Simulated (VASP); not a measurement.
Input of a VASP 6.6.1 run:

INCAR

```
PREC = Accurate
ENCUT = 520
EDIFF = 1E-6
ISMEAR = 0
SIGMA = 0.01
LREAL = False
LASPH = True
NELM = 60
ALGO = Normal
ISIF = 2
LWAVE = False
LCHARG = True
LELF = True
LVHAR = True
NBANDS = 11
```

File KPOINTS:

```
Automatic mesh
0
Gamma
  10 10 10
```

The input POSCAR:

```
NaH
1.0
    0.0000000000      2.3975126521      2.3975126521
    2.3975126521      0.0000000000      2.3975126521
    2.3975126521      2.3975126521      0.0000000000
Na H
1 1
Direct
    0.0000000000      0.0000000000      0.0000000000
    0.5000000000      0.5000000000      0.5000000000
```

Potentials or basis: VASP PAW LDA potentials, release 64 (Na_pv, H).

Command:

```sh
$ cat potpaw_LDA.64/Na_pv/POTCAR potpaw_LDA.64/H/POTCAR > POTCAR
$ mpirun -np 1 vasp_std > vasp.out
```

Q: Estimate the band gap on the k mesh.

A: 3.46 eV, indirect (least direct gap 4.37 eV).

Q: Estimate the pressure.

A: -1.7 GPa.

A k mesh can miss the band edges. As with any semilocal functional, this LDA gap is likely too small.
